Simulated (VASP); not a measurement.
# Ta6S in VASP: notebook, part 2 of 2

VASP 6.6.1.

**4. Single point, LDA**

INCAR

```
PREC     = Accurate       # precision mode
ENCUT    = 520            # plane-wave cutoff, eV
EDIFF    = 1E-6           # SCF threshold, eV
ISMEAR   = 0              # smearing method
SIGMA    = 0.1            # smearing width, eV
LREAL    = F              # projectors in reciprocal space
LASPH    = T              # aspherical terms in the spheres
NELM     = 80             # most SCF steps
ALGO     = Normal         # electronic algorithm
ISIF     = 2              # what is computed and relaxed
LWAVE    = F              # write WAVECAR
LCHARG   = T              # write CHGCAR
LDIPOL   = T            
IDIPOL   = 3            
DIPOL    = 0.5 0.5 0.339
GGA      = CA             # functional
LELF     = T              # ELF
LVHAR    = T            
LVACPOTAV= T            
NBANDS   = 45             # bands
```

KPOINTS

```
Automatic mesh
0
Gamma
  6 6 1
```

POSCAR

```
Ta6S
1.0
    4.6002247492      0.0000000000      0.0000000000
   -2.3001123746      3.9839114959      0.0000000000
    0.0000000000      0.0000000000     19.9017722044
Ta S
6 1
Direct
    0.6666666666      0.3333333333      0.2009871261
    0.3333333334      0.6666666667      0.2481697054
    0.0000000000      0.0000000000      0.2953522847
    0.6666666666      0.3333333333      0.3395777425
    0.3333333334      0.6666666667      0.3810648003
    0.0000000000      0.0000000000      0.4221620124
    0.4444444444      0.8888888889      0.4876891023
```

Potentials or basis: VASP PAW LDA potentials, release 64 (Ta_pv, S).

The run is started by

```
cat potpaw_LDA.64/Ta_pv/POTCAR potpaw_LDA.64/S/POTCAR > POTCAR
mpirun -np 1 vasp_std > vasp.out
```

OUTCAR:

```text
PREC = Accurate
   ENCUT = 520
   EDIFF = 1E-6
   ISMEAR = 0
   LREAL = F
   LASPH = T
   NELM = 80
   ISIF = 2
   GGA = CA

 ion  position               nearest neighbor table
   1  0.667  0.333  0.201-   4 2.76   2 2.82   2 2.82   2 2.82   3 3.25   3 3.25   3 3.25
   2  0.333  0.667  0.248-   5 2.64   1 2.82   3 2.82   1 2.82   3 2.82   3 2.82   1 2.82   4 3.22
                             4 3.22   4 3.22
   3  0.000  0.000  0.295-   6 2.52   4 2.80   4 2.80   4 2.80   2 2.82   2 2.82   2 2.82   5 3.16
                             5 3.16   5 3.16   1 3.25   1 3.25   1 3.25
   4  0.667  0.333  0.340-   1 2.76   5 2.78   5 2.78   5 2.78   3 2.80   3 2.80   3 2.80   6 3.12
                             6 3.12   6 3.12   2 3.22   2 3.22   2 3.22
[... 832 lines left out ...]
  external PRESSURE =      -9.3274302 kB  Pullay stress =       0.0000000 kB

 VOLUME and BASIS-vectors are now :
 -----------------------------------------------------------------------------
  energy-cutoff  :      520.00
  volume of cell :      364.74
      direct lattice vectors                 reciprocal lattice vectors
     4.600224749  0.000000000  0.000000000     0.217380683  0.125504796  0.000000000
    -2.300112375  3.983911496  0.000000000     0.000000000  0.251009592  0.000000000
     0.000000000  0.000000000 19.901772204     0.000000000  0.000000000  0.050246782

 POSITION                                       TOTAL-FORCE (eV/Angst)
 -----------------------------------------------------------------------------------
      2.30011      1.32797      4.00000        -0.000000     -0.073899      1.989244
      0.00000      2.65594      4.93902        -0.000000      0.166922     -0.892132
      0.00000      0.00000      5.87803        -0.000000     -0.141813     -2.287119
      2.30011      1.32797      6.75820         0.000000      0.455429     -0.789301
      0.00000      2.65594      7.58386        -0.000000     -1.168844     -0.225804
      0.00000      0.00000      8.40177        -0.000000     -0.159845      2.169895
     -0.00000      3.54125      9.70588         0.000000      0.922050      0.035217
 -----------------------------------------------------------------------------------
    total drift:                                0.000000     -0.000071     -0.000032

  FREE ENERGIE OF THE ION-ELECTRON SYSTEM (eV)
  ---------------------------------------------------
  free  energy   TOTEN  =       -76.9538535880 eV

  energy  without entropy=      -76.9073590621  energy(sigma->0) =      -76.93060633

 vacuum level on the upper side and lower side of the slab         4.269         2.903
```

OSZICAR:

```text
N       E                     dE             d eps       ncg     rms          rms(c)
DAV:   1     0.569926321709E+03    0.56993E+03   -0.39280E+04  1514   0.137E+03
DAV:   2    -0.489563113410E+02   -0.61888E+03   -0.60670E+03  1388   0.352E+02
DAV:   3    -0.822441165934E+02   -0.33288E+02   -0.32288E+02  1426   0.708E+01
[... 23 lines left out ...]
DAV:  27    -0.769538394178E+02   -0.13311E-04   -0.82996E-07   906   0.331E-03    0.103E-03
DAV:  28    -0.769538478706E+02   -0.84529E-05   -0.35278E-07   898   0.162E-03    0.741E-04
DAV:  29    -0.769538514221E+02   -0.35514E-05   -0.29289E-07   851   0.164E-03    0.633E-04
DAV:  30    -0.769538532192E+02   -0.17972E-05   -0.16096E-07   845   0.193E-03    0.234E-04
DAV:  31    -0.769538535880E+02   -0.36875E-06   -0.44533E-08   771   0.689E-04
   1 F= -.76953854E+02 E0= -.76930606E+02  d E =-.464945E-01
```

stdout:

```text
POSCAR found type information on POSCAR TaS
 POSCAR found :  2 types and       7 ions
 scaLAPACK will be used
 LDA part: xc-table for (Slater(with rela. corr.)+CA(PZ))
 , standard interpolation
 POSCAR, INCAR and KPOINTS ok, starting setup
 FFT: planning ... GRIDC
 FFT: planning ... GRID_SOFT
 FFT: planning ... GRID
 WAVECAR not read
 entering main loop
 -----------------------------------------------------------------------------
|                                                                             |
|           W    W    AA    RRRRR   N    N  II  N    N   GGGG   !!!           |
|           W    W   A  A   R    R  NN   N  II  NN   N  G    G  !!!           |
|           W    W  A    A  R    R  N N  N  II  N N  N  G       !!!           |
|           W WW W  AAAAAA  RRRRR   N  N N  II  N  N N  G  GGG   !            |
|           WW  WW  A    A  R   R   N   NN  II  N   NN  G    G                |
|           W    W  A    A  R    R  N    N  II  N    N   GGGG   !!!           |
|                                                                             |
|     Did not find any points to average over, which means that no vacuum     |
|     field-free region was found. Please increase the size of  your cell     |
|     in the dimension of the dipole correction to obtain accurate            |
|     workfunction values.                                                    |
|                                                                             |
 -----------------------------------------------------------------------------
```

Wall time 13 min (1 thread of Intel Xeon 8259CL, shared host); peak memory 0.45 GiB.

Results:

```
Free energy            : -76.9539 eV
Largest force          : 2.292 eV/Å
Band gap on the k mesh : zero (bands 36 and 37 overlap by 0.09 eV)
```

Forces on the atoms (eV/Å):
```
Ta   0.000 -0.074  1.989
Ta   0.000  0.167 -0.892
Ta   0.000 -0.142 -2.287
Ta   0.000  0.455 -0.789
Ta   0.000 -1.169 -0.226
Ta   0.000 -0.160  2.170
S    0.000  0.922  0.035
```

Caveat: spin-orbit coupling is left out, which moves the levels of the heavy elements.

**5. Single point, LDA**

INCAR

```
SYSTEM = Ta6S
PREC = Accurate
ENCUT = 520
EDIFF = 1E-6
ISMEAR = 0
SIGMA = 0.1
LREAL = .FALSE.
LASPH = .TRUE.
NELM = 100
ALGO = Normal
ISIF = 2
LWAVE = .FALSE.
LCHARG = .TRUE.
LDIPOL = .TRUE.
IDIPOL = 3
DIPOL = 0.5 0.5 0.336
GGA = CA
LELF = .TRUE.
LVHAR = .TRUE.
LVACPOTAV = .TRUE.
NBANDS = 45
```

KPOINTS

```
Automatic mesh
0
G
  6 6 1
  0 0 0
```

POSCAR

```
Ta6S
1.0
    4.6002247492      0.0000000000      0.0000000000
   -2.3001123746      3.9839114959      0.0000000000
    0.0000000000      0.0000000000     19.9017722044
Ta S
6 1
Direct
    0.6666666667      0.3333333333      0.2009871261
    0.3333333333      0.6666666667      0.2481697054
    0.0000000000      0.0000000000      0.2953522847
    0.6666666667      0.3333333333      0.3395777425
    0.3333333333      0.6666666667      0.3810648003
    0.0000000000      0.0000000000      0.4221620124
    0.8888888889      0.4444444444      0.4643842582
```

Potentials or basis: VASP PAW LDA potentials, release 64 (Ta_pv, S).

The run is started by

```
cat potpaw_LDA.64/Ta_pv/POTCAR potpaw_LDA.64/S/POTCAR > POTCAR
mpirun -np 1 vasp_std > vasp.out
```

OUTCAR:

```text
SYSTEM = Ta6S
   PREC = Accurate
   ENCUT = 520
   EDIFF = 1E-6
   ISMEAR = 0
   LREAL = .FALSE.
   LASPH = .TRUE.
   NELM = 100
   ISIF = 2
   GGA = CA

 ion  position               nearest neighbor table
   1  0.667  0.333  0.201-   4 2.76   2 2.82   2 2.82   2 2.82   3 3.25   3 3.25   3 3.25
   2  0.333  0.667  0.248-   5 2.64   1 2.82   1 2.82   3 2.82   3 2.82   3 2.82   1 2.82   4 3.22
                             4 3.22   4 3.22
   3  0.000  0.000  0.295-   6 2.52   4 2.80   4 2.80   4 2.80   2 2.82   2 2.82   2 2.82   5 3.16
                             5 3.16   5 3.16   1 3.25   1 3.25   1 3.25
   4  0.667  0.333  0.340-   7 2.64   1 2.76   5 2.78   5 2.78   5 2.78   3 2.80   3 2.80   3 2.80
                             6 3.12   6 3.12   6 3.12   2 3.22   2 3.22   2 3.22
   5  0.333  0.667  0.381-   7 2.43   2 2.64   6 2.78   6 2.78   6 2.78   4 2.78   4 2.78   4 2.78
                             3 3.16   3 3.16   3 3.16
   6  0.000  0.000  0.422-   7 2.49   7 2.49   3 2.52   5 2.78   5 2.78   5 2.78   4 3.12   4 3.12
                             4 3.12
   7  0.889  0.444  0.464-   5 2.43   6 2.49   6 2.49   4 2.64

  LATTYP: Found a hexagonal cell.
 ALAT       =     4.6002247492
 C/A-ratio  =     4.3262608436

  Lattice vectors:

 A1 = (   4.6002247492,   0.0000000000,   0.0000000000)
 A2 = (  -2.3001123746,   3.9839114959,   0.0000000000)
 A3 = (   0.0000000000,   0.0000000000,  19.9017722044)

Analysis of symmetry for initial positions (statically):
=====================================================================
 Subroutine PRICEL returns:
 Original cell was already a primitive cell.

 Routine SETGRP: Setting up the symmetry group for a
 hexagonal supercell.

 Subroutine GETGRP returns: Found  2 space group operations
 (whereof  2 operations were pure point group operations)
 out of a pool of 24 trial point group operations.

The static configuration has the point symmetry C_1h.

Analysis of symmetry for dynamics (positions and initial velocities):
[... 137 lines left out ...]
   IVDW    =     0    specifies the selected vdW correction
   LEPSILON=     F    determine dielectric tensor
   LRPA    =     F    only Hartree local field effects (RPA)
 non-spin polarized calculation
 Gauss-broadening in eV      SIGMA  =   0.10
  energy-cutoff  :      520.00
  volume of cell :      364.74
 maximum number of plane-waves:      9885
 NGX is ok and might be reduce to    36
   NGX = 17   NGY = 17   NGZ = 75

 dipolmoment           0.000000      0.000000     -0.002799 electrons x Angstroem

 number of electron      72.0000017 magnetization

 dipolmoment           0.000000      0.000000      0.083593 electrons x Angstroem

 Free energy of the ion-electron system (eV)
  ---------------------------------------------------
  ext. energy  EPLUGINS =         0.00000000
  ---------------------------------------------------
  free energy    TOTEN  =       -77.68178247 eV

  energy without entropy =      -77.64853296  energy(sigma->0) =      -77.66515772

 E-fermi :  -0.6310     XC(G=0):  -5.1761

 val. band max:       -0.6388944295   @ k =   0.0000   0.5000   0.0000
 cond. band min:      -0.6240218609   @ k =   0.3333   0.0000   0.0000
 fundamental gap:      0.0148725686
 Fermi energy:        -0.6310249560

 k-point     1 :       0.0000    0.0000    0.0000
  band No.  band energies     occupation
      1     -35.0703      2.00000
      2     -34.9805      2.00000
      3     -34.8611      2.00000
      4     -34.8401      2.00000
      5     -34.8315      2.00000
      6     -34.7394      2.00000
[... 613 lines left out ...]
     44       1.6165      0.00000
     45       1.8470      0.00000

------------------------ aborting loop because EDIFF is reached ----------------------------------------

  FORCE on cell =-STRESS in cart. coord.  units (eV):
  Direction    XX          YY          ZZ          XY          YZ          ZX
  --------------------------------------------------------------------------------------
  -------------------------------------------------------------------------------------
  Total       -1.4058421     -2.2757355      1.1050242      0.7533498     -0.0680086     -0.1177942
  in kB       -6.1754221     -9.9965901      4.8540234      3.3092286     -0.2987402     -0.5174327
  external PRESSURE =      -3.7726629 kB  Pullay stress =       0.0000000 kB

 VOLUME and BASIS-vectors are now :
 -----------------------------------------------------------------------------
  energy-cutoff  :      520.00
  volume of cell :      364.74
      direct lattice vectors                 reciprocal lattice vectors
     4.600224749  0.000000000  0.000000000     0.217380683  0.125504796  0.000000000
    -2.300112375  3.983911496  0.000000000     0.000000000  0.251009592  0.000000000
     0.000000000  0.000000000 19.901772204     0.000000000  0.000000000  0.050246782

 POSITION                                       TOTAL-FORCE (eV/Angst)
 -----------------------------------------------------------------------------------
      2.30011      1.32797      4.00000         0.187584      0.108302      1.888218
     -0.00000      2.65594      4.93902        -0.176825     -0.102090     -0.678135
      0.00000      0.00000      5.87803         0.044533      0.025711     -2.641630
      2.30011      1.32797      6.75820        -0.706158     -0.407701     -0.275485
     -0.00000      2.65594      7.58386         1.137026      0.656462      0.075792
      0.00000      0.00000      8.40177        -0.458501     -0.264715      1.571702
      3.06682      1.77063      9.24207        -0.027658     -0.015968      0.059539
 -----------------------------------------------------------------------------------
    total drift:                               -0.000009     -0.000005      0.000004

  FREE ENERGIE OF THE ION-ELECTRON SYSTEM (eV)
  ---------------------------------------------------
  free  energy   TOTEN  =       -77.6817824706 eV

  energy  without entropy=      -77.6485329609  energy(sigma->0) =      -77.66515772

 vacuum level on the upper side and lower side of the slab         3.897         3.072
```

OSZICAR:

```text
N       E                     dE             d eps       ncg     rms          rms(c)
DAV:   1     0.576591897304E+03    0.57659E+03   -0.39328E+04  1514   0.137E+03
DAV:   2    -0.494516498838E+02   -0.62604E+03   -0.61399E+03  1399   0.354E+02
DAV:   3    -0.831000054301E+02   -0.33648E+02   -0.32749E+02  1429   0.711E+01
DAV:   4    -0.847300122498E+02   -0.16300E+01   -0.16090E+01  1532   0.138E+01
[... 21 lines left out ...]
DAV:  26    -0.776817509795E+02   -0.36686E-04   -0.32789E-06  1038   0.524E-03    0.163E-03
DAV:  27    -0.776817694407E+02   -0.18461E-04   -0.12263E-06   939   0.422E-03    0.111E-03
DAV:  28    -0.776817783734E+02   -0.89327E-05   -0.58399E-07   934   0.197E-03    0.670E-04
DAV:  29    -0.776817815533E+02   -0.31799E-05   -0.34851E-07   902   0.161E-03    0.408E-04
DAV:  30    -0.776817824706E+02   -0.91727E-06   -0.84647E-08   843   0.998E-04
   1 F= -.77681782E+02 E0= -.77665158E+02  d E =-.332495E-01
```

It took 13 min on 1 thread of Intel Xeon 8259CL, shared host; peak memory 0.45 GiB.

What came out:

```yaml
Free_energy: -77.6818 eV
Largest_force: 2.642 eV/Å
Band_gap_on_the_k_mesh: zero (bands 36 and 37 overlap by 0.15 eV)
```

Forces on the atoms (eV/Å):
```
Ta   0.188  0.108  1.888
Ta  -0.177 -0.102 -0.678
Ta   0.045  0.026 -2.642
Ta  -0.706 -0.408 -0.275
Ta   1.137  0.656  0.076
Ta  -0.459 -0.265  1.572
S   -0.028 -0.016  0.060
```

Caveat: spin-orbit coupling is left out, which moves the levels of the heavy elements.

**6. Summary**

| cell | gap on the mesh (eV) | largest force (eV/Å) |
| --- | --- | --- |
| as given, atomic positions A | none | 2.83 |
| as given, atomic positions B | none | 3.00 |
| as given, atomic positions C | none | 2.29 |
| as given, atomic positions D | none | 2.64 |

Alike in all rows: task single point; level LDA; potentials or basis VASP PAW LDA potentials, release 64 (Ta_pv, S); no spin polarisation; k mesh 6 × 6 × 1; cutoff (eV) 520; smearing gaussian 0.1 eV.

Caveats: spin-orbit coupling is left out, which moves the levels of the heavy elements.

Absolute energies hang on the potentials; compare differences alone.
